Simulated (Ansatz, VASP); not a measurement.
GaN in VASP and in Ansatz

The input INCAR:

```
ALGO = Normal ; EDIFF = 1E-6
ENCUT = 520 ; GGA = PE
ISIF = 2 ; ISMEAR = 0
LASPH = True ; LCHARG = False
LREAL = False ; LWAVE = False
NBANDS = 16 ; NELM = 60
PREC = Accurate ; SIGMA = 0.01
```

KPOINTS

```
k-points
0
Gamma
  8 8 8
```

The input POSCAR:

```
GaN
1.0
    0.0000000000      2.0904652318      2.0904652318
    2.0904652318      0.0000000000      2.0904652318
    2.0904652318      2.0904652318      0.0000000000
Ga N
1 1
Direct
    0.5000000000      0.5000000000      0.5000000000
    0.0000000000      0.0000000000      0.0000000000
```

Input for Ansatz:

```yaml
crystal:
  lattice:
    - [0.0, 2.0904652318, 2.0904652318]
    - [2.0904652318, 0.0, 2.0904652318]
    - [2.0904652318, 2.0904652318, 0.0]
  atoms:
    - { symbol: Ga, position: [0.5, 0.5, 0.5] }
    - { symbol: "N", position: [0.0, 0.0, 0.0] }
kpoints:
  mp_grid: { grid: [8, 8, 8] }
hamiltonian:
  xc: pbe
scf:
  occupations: { method: fixed }
  n_extra_bands: 4
output:
  forces: true
  stress: true
  eigenvalues: true
```

Alike in both runs: task single point; functional PBE; k mesh 8 × 8 × 8; no spin polarisation.

|  | VASP | Ansatz |
| --- | --- | --- |
| version | VASP 6.6.1 | Ansatz 0.2.0 |
| potentials or method | VASP PAW PBE potentials, release 64 (Ga_d, N) | plane waves, PAW |
| plane-wave cutoff (eV) | 520 | 420 |
| occupations | gaussian, width 0.01 eV | fixed |
| valence electrons in the cell | 18 | 18 |

```csv
,VASP,Ansatz,Ansatz less VASP
gap on the k mesh at the Fermi level (eV),0.82,0.83,+0.011
pressure (GPa),15.9,15.0,-0.92
```
